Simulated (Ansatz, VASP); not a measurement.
**Two plane-wave programs on SiC**

```
Si C
1.0
     0.00000    2.13449    2.20587
     2.13449    0.00000    2.20587
     2.13449    2.13449    0.00000
Si C
1 1
Direct
  0.00000 0.00000 0.00000
  0.25000 0.25000 0.25000
```

Change from the starting cell: epitaxial_xy strain -2.0%.

Alike in both runs: task single point; functional r2SCAN; k mesh 10 × 10 × 10; no spin polarisation.

|  | VASP | Ansatz |
| --- | --- | --- |
| version | VASP 6.6.1 | Ansatz 0.2.0 |
| potentials or method | VASP PAW PBE potentials, release 64 (Si, C) | plane waves, PAW |
| plane-wave cutoff (eV) | 520 | 500 |
| occupations | gaussian, width 0.01 eV | fixed |
| valence electrons in the cell | 8 | 8 |

```csv
,VASP,Ansatz,Ansatz less VASP
gap on the k mesh at the Fermi level (eV),1.52,1.51,-0.011
pressure (GPa),6.4,6.6,+0.21
"traceless stress, the component that is largest in VASP (GPa)",-6.64,-6.61,+0.030
```

VASP's potentials were made for PBE, not for r2SCAN.
